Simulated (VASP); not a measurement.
# GaN in VASP: further runs, part 2 of 2

VASP 6.6.1. Earlier steps stand in the parts before.

## Step 5: Single point, LDA (atoms displaced along several vibrational modes)

INCAR

```
PREC = Accurate ; ENCUT = 520
EDIFF = 1E-6 ; ISMEAR = 0
SIGMA = 0.05 ; LREAL = False
LASPH = True ; NELM = 100
ALGO = Normal ; ISIF = 2
LWAVE = False ; LCHARG = True
LELF = True ; LVHAR = True
NBANDS = 46
```

KPOINTS

```
regular mesh
0
Gamma
  8 6 6
```

POSCAR

```
GaN
1.0
   -3.1515767111      0.0000000000      0.0000000000
    0.0000000000      0.0000000000     -5.1382481593
    0.0000000000     -5.4586909876      0.0000000000
Ga N
4 4
Direct
    0.5000000000      0.0059489007      0.1731879639
    0.0000000000      0.0007865620      0.6601407307
    0.0000000000      0.5007865620      0.3398592693
    0.5000000000      0.5059489007      0.8268120361
    0.5000000000      0.6098279606      0.1675962114
    0.0000000000      0.6122235384      0.6657085939
    0.0000000000      0.1122235384      0.3342914061
    0.5000000000      0.1098279606      0.8324037886
```

Potentials or basis: VASP PAW LDA potentials, release 64 (Ga_d, N).

Launch:

```sh
> cat potpaw_LDA.64/Ga_d/POTCAR potpaw_LDA.64/N/POTCAR > POTCAR
> mpirun -np 1 vasp_std > vasp.out
```

OUTCAR:

```text
PREC = Accurate
   ENCUT = 520
   EDIFF = 1E-6
   ISMEAR = 0
   LREAL = False
   LASPH = True
   NELM = 100
   ISIF = 2

 ion  position               nearest neighbor table
   1  0.500  0.006  0.173-   7 1.89   7 1.89   8 1.94   5 2.04
   2  0.000  0.001  0.660-   7 1.87   8 1.92   8 1.92   6 2.00
   3  0.000  0.501  0.340-   6 1.87   5 1.92   5 1.92   7 2.00
   4  0.500  0.506  0.827-   6 1.89   6 1.89   5 1.94   8 2.04
   5  0.500  0.610  0.168-   3 1.92   3 1.92   4 1.94   1 2.04
   6  0.000  0.612  0.666-   3 1.87   4 1.89   4 1.89   2 2.00
   7  0.000  0.112  0.334-   2 1.87   1 1.89   1 1.89   3 2.00
   8  0.500  0.110  0.832-   2 1.92   2 1.92   1 1.94   4 2.04

  LATTYP: Found a simple orthorhombic cell.
 ALAT       =     3.1515767111
 B/A-ratio  =     1.6303738193
 C/A-ratio  =     1.7320508076

  Lattice vectors:

 A1 = (  -3.1515767111,   0.0000000000,   0.0000000000)
 A2 = (   0.0000000000,   0.0000000000,  -5.1382481593)
 A3 = (   0.0000000000,  -5.4586909876,   0.0000000000)

Analysis of symmetry for initial positions (statically):
=====================================================================
 Subroutine PRICEL returns:
 Original cell was already a primitive cell.

 Routine SETGRP: Setting up the symmetry group for a
 simple orthorhombic supercell.

 Subroutine GETGRP returns: Found  4 space group operations
 (whereof  2 operations were pure point group operations)
 out of a pool of  8 trial point group operations.

The static configuration has the point symmetry C_1h.
 The point group associated with its full space group is C_2v.

Analysis of symmetry for dynamics (positions and initial velocities):
=====================================================================
 Subroutine PRICEL returns:
 Original cell was already a primitive cell.

[... 143 lines left out ...]
  Thomas-Fermi vector in A             =   2.636583
   LORBIT       =      0    0 simple, 1 ext, 2 COOP (PROOUT), +10 PAW based schemes
   GGA     = CA    functional components
   LHFCALC =     F    Hartree Fock is set to
   AEXX    =    0.0000 exact exchange contribution
   IVDW    =     0    specifies the selected vdW correction
   LEPSILON=     F    determine dielectric tensor
   LRPA    =     F    only Hartree local field effects (RPA)
 non-spin polarized calculation
 Gauss-broadening in eV      SIGMA  =   0.05
  energy-cutoff  :      520.00
  volume of cell :       88.40
 maximum number of plane-waves:      2408
 NGX is ok and might be reduce to    24
   NGX = 11   NGY = 19   NGZ = 21

 number of electron      71.9999982 magnetization

 Free energy of the ion-electron system (eV)
  ---------------------------------------------------
  ext. energy  EPLUGINS =         0.00000000
  ---------------------------------------------------
  free energy    TOTEN  =       -55.59214004 eV

  energy without entropy =      -55.59214004  energy(sigma->0) =      -55.59214004

 E-fermi :   5.7728     XC(G=0): -12.2964

 val. band max:        5.5475441945   @ k =   0.0000   0.0000   0.0000
 cond. band min:       7.6023887062   @ k =   0.0000   0.0000   0.0000
 fundamental gap:      2.0548445116
 Fermi energy:         5.7728302044

 k-point     1 :       0.0000    0.0000    0.0000
  band No.  band energies     occupation
      1     -10.7860      2.00000
      2      -9.9954      2.00000
      3      -9.5553      2.00000
      4      -9.5291      2.00000
      5      -8.1746      2.00000
      6      -8.1708      2.00000
[... 1165 lines left out ...]
     45      14.9562      0.00000
     46      15.1521      0.00000

 [... further k-points ...]

------------------------ aborting loop because EDIFF is reached ----------------------------------------

  FORCE on cell =-STRESS in cart. coord.  units (eV):
  Direction    XX          YY          ZZ          XY          YZ          ZX
  --------------------------------------------------------------------------------------
  -------------------------------------------------------------------------------------
  Total        2.8475311      2.8948642     -1.8329016      0.0000000      0.0000000      0.0000000
  in kB       51.6116327     52.4695462    -33.2214256      0.0000000      0.0000000      0.0000000
  external PRESSURE =      23.6199178 kB  Pullay stress =       0.0000000 kB

 VOLUME and BASIS-vectors are now :
 -----------------------------------------------------------------------------
  energy-cutoff  :      520.00
  volume of cell :       88.40
      direct lattice vectors                 reciprocal lattice vectors
    -3.151576711  0.000000000  0.000000000    -0.317301494  0.000000000  0.000000000
     0.000000000  0.000000000 -5.138248159     0.000000000  0.000000000 -0.194618860
     0.000000000 -5.458690988  0.000000000     0.000000000 -0.183194103  0.000000000

 POSITION                                       TOTAL-FORCE (eV/Angst)
 -----------------------------------------------------------------------------------
     -1.57579     -0.94538     -0.03057         0.000000      1.005616      1.095059
      0.00000     -3.60350     -0.00404         0.000000     -1.066011      0.582181
      0.00000     -1.85519     -2.57317         0.000000      1.066011      0.582181
     -1.57579     -4.51331     -2.59969         0.000000     -1.005616      1.095059
     -1.57579     -0.91486     -3.13345         0.000000      0.029304     -0.777012
      0.00000     -3.63390     -3.14576         0.000000     -0.106132     -0.900228
      0.00000     -1.82479     -0.57663         0.000000      0.106132     -0.900228
     -1.57579     -4.54384     -0.56432         0.000000     -0.029304     -0.777012
 -----------------------------------------------------------------------------------
    total drift:                               -0.000000      0.000001     -0.000688

  FREE ENERGIE OF THE ION-ELECTRON SYSTEM (eV)
  ---------------------------------------------------
  free  energy   TOTEN  =       -55.5921400409 eV

  energy  without entropy=      -55.5921400409  energy(sigma->0) =      -55.59214004
```

OSZICAR:

```text
N       E                     dE             d eps       ncg     rms          rms(c)
DAV:   1     0.802007018336E+03    0.80201E+03   -0.32749E+04  8220   0.295E+03
DAV:   2     0.989644368937E+02   -0.70304E+03   -0.66509E+03  7552   0.721E+02
DAV:   3    -0.520230393398E+02   -0.15099E+03   -0.14633E+03  8462   0.222E+02
DAV:   4    -0.636121715722E+02   -0.11589E+02   -0.11464E+02  9214   0.640E+01
DAV:   5    -0.640082488980E+02   -0.39608E+00   -0.39504E+00  9474   0.117E+01    0.153E+01
DAV:   6    -0.555299251910E+02    0.84783E+01   -0.24987E+01 13818   0.583E+01    0.422E+00
DAV:   7    -0.557171811309E+02   -0.18726E+00   -0.39936E+00  8180   0.101E+01    0.371E+00
DAV:   8    -0.556199815903E+02    0.97200E-01   -0.43672E-01 11170   0.681E+00    0.958E-01
DAV:   9    -0.555910365392E+02    0.28945E-01   -0.13038E-01 11336   0.485E+00    0.389E-01
DAV:  10    -0.555921310427E+02   -0.10945E-02   -0.13060E-02  9338   0.102E+00    0.253E-01
DAV:  11    -0.555922404896E+02   -0.10945E-03   -0.81197E-04  9726   0.643E-01    0.833E-02
DAV:  12    -0.555921369253E+02    0.10356E-03   -0.36323E-04 10550   0.522E-01    0.387E-02
DAV:  13    -0.555921387716E+02   -0.18463E-05   -0.18782E-04 10590   0.992E-02    0.221E-02
DAV:  14    -0.555921403441E+02   -0.15725E-05   -0.19325E-05  8520   0.348E-02    0.194E-02
DAV:  15    -0.555921400409E+02    0.30319E-06   -0.42893E-06  6932   0.151E-01
   1 F= -.55592140E+02 E0= -.55592140E+02  d E =-.149337E-12
```

stdout:

```text
POSCAR found type information on POSCAR GaN
 POSCAR found :  2 types and       8 ions
 scaLAPACK will be used
 LDA part: xc-table for (Slater(with rela. corr.)+CA(PZ))
 , standard interpolation
 POSCAR, INCAR and KPOINTS ok, starting setup
 FFT: planning ... GRIDC
 FFT: planning ... GRID_SOFT
 FFT: planning ... GRID
 WAVECAR not read
 entering main loop
```

Run time: 7.3 min. Hardware: 1 thread of Intel Xeon 8259CL, shared host; peak memory 0.33 GiB.

Results:

```
Free energy            : -55.5921 eV
Pressure               : 2.4 GPa
Largest force          : 1.487 eV/Å
Band gap on the k mesh : 2.05 eV
```

Forces on the atoms (eV/Å):
```
Ga   0.000  1.006  1.095
Ga   0.000 -1.066  0.582
Ga   0.000  1.066  0.582
Ga   0.000 -1.006  1.095
N    0.000  0.029 -0.777
N    0.000 -0.106 -0.900
N    0.000  0.106 -0.900
N    0.000 -0.029 -0.777
```

Levels at points of the mesh, in eV from the valence-band top:
| k point | band 32 | band 33 | band 34 | band 35 | band 36 | band 37 | band 38 | band 39 | band 40 | band 41 |
| --- | --- | --- | --- | --- | --- | --- | --- | --- | --- | --- |
| (0.00, 0.00, 0.00) | -1.18 | -1.04 | -0.18 | -0.17 | 0.00 | 2.05 | 4.14 | 4.85 | 5.59 | 5.94 |
| (0.50, 0.00, 0.00) | -4.06 | -2.57 | -2.51 | -2.03 | -1.74 | 5.61 | 6.03 | 6.60 | 6.77 | 7.63 |
| (0.00, 0.50, 0.00) | -1.90 | -0.69 | -0.69 | -0.67 | -0.67 | 4.23 | 4.23 | 4.41 | 4.41 | 7.49 |
| (0.50, 0.50, 0.00) | -3.75 | -1.84 | -1.84 | -1.53 | -1.53 | 5.63 | 5.63 | 5.88 | 5.88 | 7.94 |
| (0.00, 0.00, 0.50) | -2.16 | -0.85 | -0.70 | -0.67 | -0.60 | 4.20 | 4.41 | 5.77 | 5.85 | 7.26 |
| (0.50, 0.00, 0.50) | -2.96 | -2.27 | -2.10 | -1.44 | -1.30 | 4.65 | 5.03 | 5.47 | 5.68 | 5.78 |
| (0.00, 0.50, 0.50) | -2.10 | -1.80 | -1.80 | -1.31 | -1.31 | 5.09 | 5.09 | 5.37 | 5.37 | 7.44 |
| (0.50, 0.50, 0.50) | -2.21 | -2.04 | -2.04 | -1.75 | -1.75 | 4.17 | 4.17 | 4.52 | 4.52 | 7.38 |

Caveat: the cell differs from its parent crystal (atoms displaced along several vibrational modes); the stress differs along the axes, from -3 to 5 GPa; forces of over 1 eV/Å act on the atoms, so gaps and moduli don't describe the material at rest.

## Step 6: The runs side by side

| cell | gap on the mesh (eV) | pressure (GPa) | largest force (eV/Å) |
| --- | --- | --- | --- |
| as given, atomic positions A | 2.12 | 1.5 | 1.01 |
| as given, atomic positions B | 2.02 | 2.6 | 1.85 |
| as given, atomic positions C | 2.09 | 1.9 | 1.32 |
| as given, atomic positions D | 2.05 | 2.4 | 1.49 |

Alike in all rows: task single point; level LDA; potentials or basis VASP PAW LDA potentials, release 64 (Ga_d, N); no spin polarisation; k mesh 8 × 6 × 6; cutoff (eV) 520; smearing gaussian 0.05 eV.

Caveats: forces of over 1 eV/Å act on the atoms, so gaps and moduli don't describe the material at rest; the stress differs along the axes, from -3 to 14 GPa (at least some runs); the stress differs along the axes, from -2 to 4 GPa (at least some runs); the stress differs along the axes, from -3 to 5 GPa (at least some runs).

Absolute energies hang on the potentials; compare differences alone.
